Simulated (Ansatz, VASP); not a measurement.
**Two plane-wave programs on CaO**

```
Ca O
1.0
     2.84394    0.00000    0.00000
     0.00000    2.84394    0.00000
     0.00000    0.00000    2.84394
Ca O
1 1
Direct
  0.00000 0.00000 0.00000
  0.50000 0.50000 0.50000
```

Alike in both runs: task single point; functional r2SCAN; k mesh 8 × 8 × 8; no spin polarisation.

|  | VASP | Ansatz |
| --- | --- | --- |
| version | VASP 6.6.1 | Ansatz 0.2.0 |
| potentials or method | VASP PAW PBE potentials, release 64 (Ca_sv, O_h) | plane waves, PAW |
| plane-wave cutoff (eV) | 910 | 500 |
| occupations | gaussian, width 0.01 eV | fixed |
| valence electrons in the cell | 16 | 16 |

|  | VASP | Ansatz | Ansatz less VASP |
| --- | --- | --- | --- |
| gap on the k mesh at the Fermi level (eV) | 3.26 | 3.25 | -0.005 |

VASP's potentials were made for PBE, not for r2SCAN.

Noted on VASP's run: the cutoff is short for stress, so the pressure is rough.
